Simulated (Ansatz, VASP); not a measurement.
Two plane-wave programs on TaV

INCAR

```
PREC = Accurate
ENCUT = 520
EDIFF = 1E-6
ISMEAR = -1
SIGMA = 0.05
LREAL = F
LASPH = T
NELM = 150
ALGO = Normal
ISIF = 2
LWAVE = F
LCHARG = F
ISPIN = 2
MAGMOM = 0 2
LORBIT = 11
LMAXMIX = 4
GGA = PE
NBANDS = 23
```

KPOINTS

```
regular mesh
0
Gamma
  10 10 6
```

POSCAR

```
TaV
1.0
    1.6173407075     -2.3230587236      0.0000000000
    1.6173407075      2.3230587236      0.0000000000
    0.0000000000      0.0000000000      4.3701125730
Ta V
1 1
Direct
    0.0000000000      0.0000000000      0.0000000000
    0.5000000000      0.5000000000      0.5000000000
```

The input input.yaml:

```yaml
crystal:
  lattice:
    - [1.6173407075, -2.3230587236, 0.0]
    - [1.6173407075, 2.3230587236, 0.0]
    - [0.0, 0.0, 4.370112573]
  atoms:
    - { symbol: Ta, position: [0.0, 0.0, 0.0] }
    - { symbol: V, position: [0.5, 0.5, 0.5], spin: 2.0 }
hamiltonian:
  xc: pbe
  pseudopotentials: { kind: nc, accuracy: standard }
magnetization:
  spin_polarized: true
kpoints:
  mp_grid: { grid: [10, 10, 6] }
scf:
  occupations: { method: fermi_dirac, width: 0.05 }
output:
  forces: true
  stress: true
  eigenvalues: true
```

Alike in both runs: task single point; functional PBE; k mesh 10 × 10 × 6; occupations fermi-dirac, width 0.05 eV; collinear spin.

|  | VASP | Ansatz |
| --- | --- | --- |
| version | VASP 6.6.1 | Ansatz 0.2.0 |
| potentials or method | VASP PAW PBE potentials, release 64 (Ta_pv, V_sv) | PseudoDojo standard (PBE files) |
| plane-wave cutoff (eV) | 520 | 1143 |
| valence electrons in the cell | 24 | 26 |

|  | VASP | Ansatz | Ansatz less VASP |
| --- | --- | --- | --- |
| gap on the k mesh at the Fermi level (eV) | none | none | - |
| pressure (GPa) | -3.3 | -3.5 | -0.17 |
| traceless stress, the component that is largest in VASP (GPa) | -0.66 | -0.74 | -0.078 |
| net moment per atom (μB) | 0.00 | 0.00 | 0.000 |

A gap of «none» marks a metal or a gap that the smearing closes. The functional is the same, so the differences come from potentials, cutoffs and numerics. VASP's potentials hold 24 valence electrons a cell and Ansatz's 26, so a difference there can come from the potentials and not from the codes.

Spin-orbit coupling is off throughout.
